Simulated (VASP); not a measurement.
In, 2 atoms in the cell. It takes space group P6_3/mmc (No. 194, hexagonal). Conventional cell: a = 3.335 Å, b = 3.335 Å, c = 5.509 Å, α = 90.00°, β = 90.00°, γ = 120.00°. In (site symmetry -6m2) has 12 In at 3.34 to 3.36 Å within 4.4 Å. 

| Quantity | Value |
| --- | --- |
| Program | VASP 6.6.1 |
| Task | single point |
| Functional | r2SCAN |
| Potentials or basis | VASP PAW PBE potentials, release 64 (In_d) |
| Cutoff | 520 eV |
| k mesh | 18 × 18 × 10 |
| Occupations | gaussian, width 0.15 eV |
| Spin | no spin polarisation |
| Dipole correction | no |
| Further INCAR settings | ALGO = Normal; EDIFF = 1e-07; NBANDS = 20 |

Potentials or basis: VASP PAW PBE potentials, release 64 (In_d).

The run is started by

```bash
$ cat potpaw_PBE.64/In_d/POTCAR > POTCAR
$ cp INCAR.step1 INCAR
$ mpirun -np 1 vasp_std > vasp.out
$ cp INCAR.step2 INCAR
$ mpirun -np 1 vasp_std > vasp.out
```

Hardware: 1 thread of Intel(R) Xeon(R) 6975P-C (Granite Rapids) (shared host).

Q: Estimate the wall time of this run.

A: It took 9 min on 1 thread of Intel(R) Xeon(R) 6975P-C (Granite Rapids), on a shared host, peak memory 0.32 GiB. Counts: k points 222.
